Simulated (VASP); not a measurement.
Set up this calculation in VASP 6.6.1, as the native input.

| Property | Result |
| --- | --- |
| Task | single point |
| Functional | LDA |
| Potentials or basis | VASP PAW LDA potentials, release 64 (Ni) |
| Cutoff | 520 eV |
| k mesh | 8 × 8 × 8 |
| Occupations | gaussian, width 0.05 eV |
| Spin | collinear spin, ferromagnetic start |
| Starting moments | [1.5] μB |
| Dipole correction | no |
| Further INCAR settings | ALGO = Normal; EDIFF = 1e-07; NBANDS = 15 |

The structure of Ni lies in POSCAR:

```
Ni
1.0
    0.0000000000      1.7128450719      1.7128450719
    1.7128450719      0.0000000000      1.7128450719
    1.7128450719      1.7128450719      0.0000000000
Ni
1
Direct
    0.0000000000      0.0000000000      0.0000000000
```

One way to write it, as run:

INCAR

```
  ALGO = Normal
  EDIFF = 1E-7
  ENCUT = 520
  GGA = CA
  ISIF = 2
  ISMEAR = 0
  ISPIN = 2
  LASPH = True
  LCHARG = False
  LMAXMIX = 4
  LORBIT = 11
  LREAL = False
  LWAVE = False
  MAGMOM = 1.5
  NBANDS = 15
  NELM = 150
  PREC = Accurate
  SIGMA = 0.05
```

KPOINTS

```
k-points
0
Gamma
  8 8 8
```

Potentials or basis: VASP PAW LDA potentials, release 64 (Ni).

Command:

```bash
$ cat potpaw_LDA.64/Ni/POTCAR > POTCAR
$ mpirun -np 1 vasp_std > vasp.out
```

It gave:

* Pressure: 0.0 GPa
* Net moment: 0.70 μB per cell
* Site moments: Ni +0.70 μB
* Valence electrons inside the program's atomic spheres: Ni 9.47

Caveat: the k points lie up to 0.40 Å⁻¹ apart.

Wall time 6.3 s on 1 thread of AMD EPYC 9R45 96-Core Processor (Zen 5) (shared host), peak memory 0.09 GiB.
